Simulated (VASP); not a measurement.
# HfSiO4 (I4_1/amd) in VASP: a series of runs

HfSiO4 is run at these levels: PBE; tasks: single point.

Program: VASP 6.6.1. These are calculated values, not measurements. Logs are shortened: lines on timing, memory, paths and dates and some standing lists are left out, and cuts for length are marked.

### 1 The cell of the first run

The structure is tetragonal, space group I4_1/amd (No. 141). The conventional cell has a = 6.438 Å, b = 6.438 Å, c = 5.841 Å, α = 90.00°, β = 90.00°, γ = 90.00°. Hf (site symmetry -4m2) has 8 O at 2.06 to 2.22 Å within 2.7 Å. Si (site symmetry -4m2) has 4 O at 1.60 Å within 2.1 Å. O (site symmetry m) has 1 Si at 1.60 Å and 1 Hf at 2.06 Å within 2.1 Å.

### 2 Single point, PBE (volume scaled by 0.94, then relaxed in part)

INCAR reads:

```
  PREC = Accurate
  ENCUT = 520
  EDIFF = 1E-6
  ISMEAR = -1
  SIGMA = 0.02
  LREAL = F
  LASPH = T
  NELM = 80
  ALGO = Normal
  ISIF = 2
  LWAVE = F
  LCHARG = F
  GGA = PE
  NBANDS = 50
```

KPOINTS reads:

```
Automatic mesh
0
Gamma
  7 7 7
```

POSCAR reads:

```
HfSiO4
1.0
   -3.2191648498      3.2191648498      2.9207339418
    3.2191648498     -3.2191648498      2.9207339418
    3.2191648498      3.2191648498     -2.9207339418
Hf Si O
2 2 8
Direct
    0.7500000000      0.2500000000      0.5000000000
    0.0000000000      0.0000000000      0.0000000000
    0.2500000000      0.7500000000      0.5000000000
    0.5000000000      0.5000000000      0.0000000000
    0.1325822083      0.3196244734      0.8129577349
    0.0696244734      0.7566667385      0.6870422651
    0.5066667385      0.3196244734      0.1870422651
    0.0696244734      0.3825822083      0.3129577349
    0.6174177917      0.9303755266      0.6870422651
    0.6803755266      0.8674177917      0.1870422651
    0.2433332615      0.9303755266      0.3129577349
    0.6803755266      0.4933332615      0.8129577349
```

Potentials or basis: VASP PAW PBE potentials, release 64 (Hf_pv, Si, O).

Command:

```bash
$ cat potpaw_PBE.64/Hf_pv/POTCAR potpaw_PBE.64/Si/POTCAR potpaw_PBE.64/O/POTCAR > POTCAR
$ mpirun -np 1 vasp_std > vasp.out
```

OUTCAR:

```text
PREC = Accurate
   ENCUT = 520
   EDIFF = 1E-6
   ISMEAR = -1
   LREAL = F
   LASPH = T
   NELM = 80
   ISIF = 2
   GGA = PE

 ion  position               nearest neighbor table
   1  0.750  0.250  0.500-   7 2.06  12 2.06  10 2.06   5 2.06   8 2.22   9 2.22   6 2.22  11 2.22
                             3 2.92   3 2.92   2 3.53   2 3.53   2 3.53   2 3.53
   2  0.000  0.000  0.000-   6 2.06  11 2.06   9 2.06   8 2.06  10 2.22   5 2.22   7 2.22  12 2.22
                             4 2.92   4 2.92   1 3.53   1 3.53   1 3.53   1 3.53
   3  0.250  0.750  0.500-   8 1.60   9 1.60   6 1.60  11 1.60   1 2.92   1 2.92
   4  0.500  0.500  0.000-   5 1.60  10 1.60   7 1.60  12 1.60   2 2.92   2 2.92
   5  0.133  0.320  0.813-   4 1.60   1 2.06   2 2.22
   6  0.070  0.757  0.687-   3 1.60   2 2.06   1 2.22
   7  0.507  0.320  0.187-   4 1.60   1 2.06   2 2.22
   8  0.070  0.383  0.313-   3 1.60   2 2.06   1 2.22
   9  0.617  0.930  0.687-   3 1.60   2 2.06   1 2.22
  10  0.680  0.867  0.187-   4 1.60   1 2.06   2 2.22
  11  0.243  0.930  0.313-   3 1.60   2 2.06   1 2.22
  12  0.680  0.493  0.813-   4 1.60   1 2.06   2 2.22

  LATTYP: Found a body centered tetragonal cell.
 ALAT       =     6.4383296996
 C/A-ratio  =     0.9072955496

  Lattice vectors:

 A1 = (  -3.2191648498,   3.2191648498,   2.9207339418)
 A2 = (   3.2191648498,  -3.2191648498,   2.9207339418)
 A3 = (   3.2191648498,   3.2191648498,  -2.9207339418)

Analysis of symmetry for initial positions (statically):
=====================================================================
 Subroutine PRICEL returns:
 Original cell was already a primitive cell.

 Routine SETGRP: Setting up the symmetry group for a
 body centered tetragonal supercell.

 Subroutine GETGRP returns: Found 16 space group operations
 (whereof  8 operations were pure point group operations)
 out of a pool of 16 trial point group operations.

The static configuration has the point symmetry D_2d.
 The point group associated with its full space group is D_4h.

Analysis of symmetry for dynamics (positions and initial velocities):
=====================================================================
 Subroutine PRICEL returns:
 Original cell was already a primitive cell.

 Routine SETGRP: Setting up the symmetry group for a
 body centered tetragonal supercell.

 Subroutine GETGRP returns: Found 16 space group operations
 (whereof  8 operations were pure point group operations)
 out of a pool of 16 trial point group operations.

The dynamic configuration has the point symmetry D_2d.
 The point group associated with its full space group is D_4h.

 Subroutine INISYM returns: Found 16 space group operations
 (whereof  8 operations are pure point group operations),
 and found     1 'primitive' translations

----------------------------------------------------------------------------------------

                                     Primitive cell

  volume of cell :     121.0705

  direct lattice vectors                    reciprocal lattice vectors
    -3.219164850  3.219164850  2.920733942     0.000000000  0.155319787  0.171189848
     3.219164850 -3.219164850  2.920733942     0.155319787  0.000000000  0.171189848
     3.219164850  3.219164850 -2.920733942     0.155319787  0.155319787  0.000000000

  length of vectors
     5.408949197  5.408949197  5.408949197     0.231149736  0.231149736  0.219655350

  position of ions in fractional coordinates (direct lattice)
     0.750000000  0.250000000  0.500000000
     0.000000000  0.000000000  0.000000000
     0.250000000  0.750000000  0.500000000
     0.500000000  0.500000000  0.000000000
     0.132582208  0.319624473  0.812957735
     0.069624473  0.756666739  0.687042265
     0.506666739  0.319624473  0.187042265
     0.069624473  0.382582208  0.312957735
     0.617417792  0.930375527  0.687042265
     0.680375527  0.867417792  0.187042265
     0.243333261  0.930375527  0.312957735
     0.680375527  0.493333261  0.812957735

  ion indices of the primitive-cell ions
   primitive index   ion index
                 1           1
                 2           2
                 3           3
                 4           4
                 5           5
                 6           6
                 7           7
                 8           8
                 9           9
                10          10
                11          11
                12          12

----------------------------------------------------------------------------------------

 KPOINTS: Automatic mesh

Automatic generation of k-mesh.
 Grid dimensions read from file:
 generate k-points for:    7    7    7

 Generating k-lattice:

  Cartesian coordinates                     Fractional coordinates (reciprocal lattice)
     0.000000000  0.022188541  0.024455693     0.142857143  0.000000000  0.000000000
     0.022188541  0.000000000  0.024455693     0.000000000  0.142857143  0.000000000
     0.022188541  0.022188541  0.000000000     0.000000000  0.000000000  0.142857143

  Length of vectors
     0.033021391  0.033021391  0.031379336

  Shift w.r.t. Gamma in fractional coordinates (k-lattice)
     0.000000000  0.000000000  0.000000000

 Subroutine IBZKPT returns following result:
 ===========================================

 Found     40 irreducible k-points:

 Following reciprocal coordinates:
            Coordinates               Weight
  0.000000  0.000000  0.000000      1.000000
  0.142857 -0.000000  0.000000      8.000000
  0.285714  0.000000 -0.000000      8.000000
  0.428571  0.000000 -0.000000      8.000000
  0.142857  0.142857  0.000000      8.000000
  0.285714  0.142857  0.000000     16.000000
[... 16 lines left out ...]
 -0.142857  0.285714  0.142857      8.000000
 -0.428571  0.428571  0.142857      8.000000
 [... further k-points ...]
   k-points           NKPTS =     40   k-points in BZ     NKDIM =     40   number of bands    NBANDS=     50
   number of dos      NEDOS =    301   number of ions     NIONS =     12
   total plane-waves  NPLWV =  64000
   dimension x,y,z NGX =    40 NGY =   40 NGZ =   40
   dimension x,y,z NGXF=    80 NGYF=   80 NGZF=   80
   ions per type =               2   2   8
   NGX,Y,Z   is equivalent  to a cutoff of  12.29, 12.29, 12.29 a.u.
   NGXF,Y,Z  is equivalent  to a cutoff of  24.59, 24.59, 24.59 a.u.
 SYSTEM =  unknown system
   PREC   = accura    normal or accurate (medium, high low for compatibility)
   ISTART =      0    job   : 0-new  1-cont  2-samecut
   ICHARG =      2    charge: 1-file 2-atom 10-const
   ISPIN  =      1    spin polarized calculation?
   LNONCOLLINEAR =      F non collinear calculations
   LSORBIT =      F    spin-orbit coupling
   LASPH  =      T    aspherical Exc in radial PAW
   ENCUT  =  520.0 eV  38.22 Ry    6.18 a.u.  10.06 10.06 10.06*2*pi/ulx,y,z
   NELM   =     80;   NELMIN=  2; NELMDL= -5     # of ELM steps
   EDIFF  = 0.1E-05   stopping-criterion for ELM
   LREAL  =      F    real-space projection
   EDIFFG = 0.1E-04   stopping-criterion for IOM
   NSW    =      0    number of steps for IOM
   IBRION =     -1    ionic relax: 0-MD 1-quasi-New 2-CG
   NFREE  =      0    steps in history (QN), initial steepest desc. (CG)
   ISIF   =      2    stress and relaxation
   ISYM   =      2    0-nonsym 1-usesym 2-fastsym
   POTIM  = 0.5000    time-step for ionic-motion
   TEBEG  =    0.0;   TEEND  =   0.0 temperature during run
   PSTRESS=    0.0 pullay stress
   NELECT =      76.0000    total number of electrons
   NUPDOWN=      -1.0000    fix difference up-down
   EMIN   =  10.00;   EMAX   =-10.00  energy-range for DOS
   EFERMI =   0.00;   METHOD = LEGACY
   ISMEAR =    -1;   SIGMA  =   0.02  broadening in eV -4-tet -1-fermi 0-gaus
   EFERMI_NEDOS =   21; number of points for ismear=-14 and -15
   IALGO  =     38    algorithm
   IMIX   =      4    mixing-type and parameters
     AMIX     =   0.40;   BMIX     =  1.00
     AMIX_MAG =   1.60;   BMIX_MAG =  1.00
  volume/ion in A,a.u.               =      10.09        68.09
  Fermi-wavevector in a.u.,A,eV,Ry     =   1.401737  2.648899 26.733635  1.964867
  Thomas-Fermi vector in A             =   2.524569
   LORBIT       =      0    0 simple, 1 ext, 2 COOP (PROOUT), +10 PAW based schemes
   GGA     = PE    functional components
   LHFCALC =     F    Hartree Fock is set to
   AEXX    =    0.0000 exact exchange contribution
   IVDW    =     0    specifies the selected vdW correction
   LEPSILON=     F    determine dielectric tensor
   LRPA    =     F    only Hartree local field effects (RPA)
 non-spin polarized calculation
  energy-cutoff  :      520.00
  volume of cell :      121.07
 maximum number of plane-waves:      3279
   NGX = 21   NGY = 21   NGZ = 21

 number of electron      75.9999938 magnetization

 Free energy of the ion-electron system (eV)
  ---------------------------------------------------
  ext. energy  EPLUGINS =         0.00000000
  ---------------------------------------------------
  free energy    TOTEN  =      -107.96507656 eV

  energy without entropy =     -107.96507656  energy(sigma->0) =     -107.96507656

 E-fermi :   4.3225     XC(G=0): -11.4157

 val. band max:        3.8456443018   @ k =   0.0000   0.0000   0.0000
 cond. band min:       9.5928017580   @ k =   0.2857   0.2857   0.1429
 fundamental gap:      5.7471574562
 Fermi energy:         4.3224564879

 k-point     1 :       0.0000    0.0000    0.0000
  band No.  band energies     occupation
      1     -25.1659      2.00000
      2     -25.1659      2.00000
      3     -25.0561      2.00000
      4     -25.0350      2.00000
      5     -24.9209      2.00000
      6     -24.9209      2.00000
[... 42 lines left out ...]
     49      13.6206      0.00000
     50      14.1634      0.00000
[... 1217 lines left out ...]
     49      13.7125      0.00000
     50      14.0815      0.00000

 [... further k-points ...]

------------------------ aborting loop because EDIFF is reached ----------------------------------------

  FORCE on cell =-STRESS in cart. coord.  units (eV):
  Direction    XX          YY          ZZ          XY          YZ          ZX
  --------------------------------------------------------------------------------------
  -------------------------------------------------------------------------------------
  Total       16.1640790     16.1640790     18.7209583      0.0000000      0.0000000      0.0000000
  in kB      213.9060774    213.9060774    247.7423400      0.0000000      0.0000000      0.0000000
  external PRESSURE =     225.1848316 kB  Pullay stress =       0.0000000 kB

 VOLUME and BASIS-vectors are now :
 -----------------------------------------------------------------------------
  energy-cutoff  :      520.00
  volume of cell :      121.07
      direct lattice vectors                 reciprocal lattice vectors
    -3.219164850  3.219164850  2.920733942     0.000000000  0.155319787  0.171189848
     3.219164850 -3.219164850  2.920733942     0.155319787  0.000000000  0.171189848
     3.219164850  3.219164850 -2.920733942     0.155319787  0.155319787  0.000000000

 POSITION                                       TOTAL-FORCE (eV/Angst)
 -----------------------------------------------------------------------------------
      0.00000      3.21916      1.46037         0.000000      0.000000      0.000000
      0.00000      0.00000      0.00000         0.000000      0.000000      0.000000
      3.21916      0.00000      1.46037         0.000000      0.000000      0.000000
      0.00000      0.00000      2.92073         0.000000      0.000000      0.000000
      3.21916      2.01493     -1.05366         0.000000     -0.157299     -0.146317
      4.42340     -0.00000      0.40671         0.157299      0.000000     -0.146317
     -0.00000      1.20424      1.86708         0.000000      0.157299     -0.146317
      2.01493      0.00000      0.40671        -0.157299      0.000000     -0.146317
      3.21916      1.20424      2.51402         0.000000      0.157299      0.146317
      1.20424     -0.00000      3.97439         0.157299      0.000000      0.146317
      3.21916     -1.20424      2.51402         0.000000     -0.157299      0.146317
      2.01493      3.21916      1.05366        -0.157299      0.000000      0.146317
 -----------------------------------------------------------------------------------
    total drift:                                0.000000      0.000000     -0.000000

  FREE ENERGIE OF THE ION-ELECTRON SYSTEM (eV)
  ---------------------------------------------------
  free  energy   TOTEN  =      -107.9650765570 eV

  energy  without entropy=     -107.9650765570  energy(sigma->0) =     -107.96507656
```

Wall time 3.6 min (1 thread of Intel Xeon Platinum 8488C (Sapphire Rapids), shared host); peak memory 0.35 GiB.

Results:

```yaml
Free_energy: -107.9651 eV
Pressure: 22.5 GPa
Largest_force: 0.215 eV/Å
Band_gap_on_the_k_mesh: 5.75 eV, indirect (least direct gap 6.18 eV)
```

Forces on the atoms (eV/Å):
```
Hf   0.000  0.000  0.000
Hf   0.000  0.000  0.000
Si   0.000  0.000  0.000
Si   0.000  0.000  0.000
O    0.000 -0.157 -0.146
O    0.157  0.000 -0.146
O    0.000  0.157 -0.146
O   -0.157  0.000 -0.146
O    0.000  0.157  0.146
O    0.157  0.000  0.146
O    0.000 -0.157  0.146
O   -0.157  0.000  0.146
```

Caveat: spin-orbit coupling is left out, which moves the levels of the heavy elements.

(Continued in part 2 of 2.)
